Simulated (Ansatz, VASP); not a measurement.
HfO2: VASP beside Ansatz

```xyz
6
Lattice="-2.0097 2.0097 5.3213 2.0097 -2.0097 5.3213 2.0097 2.0097 -5.3213" Properties=species:S:1:pos:R:3 pbc="T T T"
Hf    0.0000    0.0000    0.0000
Hf    0.0000    2.0097    2.6606
O     0.0000    2.0097    4.8075
O     0.0000    0.0000    2.1469
O     0.0000    2.0097    0.5138
O     0.0000    0.0000    8.4957
```

Alike in both runs: functional PBE; k mesh 8 × 8 × 8; occupations gaussian, width 0.02 eV; no spin polarisation.

Ansatz relaxed the structure, and its values are those at the end. VASP's run is a single point on that final structure, the one shown.

```csv
,VASP,Ansatz
version,VASP 6.6.1,Ansatz 0.2.0
potentials or method,"VASP PAW PBE potentials, release 64 (Hf_pv, O), cutoff 520 eV","scalar-relativistic, plane waves, PAW"
valence electrons in the cell,44,76
```

|  | VASP | Ansatz | Ansatz less VASP |
| --- | --- | --- | --- |
| gap on the k mesh at the Fermi level (eV) | 4.42 | 4.42 | +0.007 |
| least direct gap on the mesh (eV) | 4.65 | 4.66 | +0.012 |
| pressure (GPa) | -2.4 | 0.0 | +2.41 |
| rms of the force components (eV/Å) | 0.022 | 0.002 | -0.0200 |

The functional is the same, so the differences come from potentials, cutoffs and numerics. VASP's potentials hold 44 valence electrons a cell and Ansatz's 76, so a difference there can come from the potentials and not from the codes.

Neither program's run includes spin-orbit coupling.
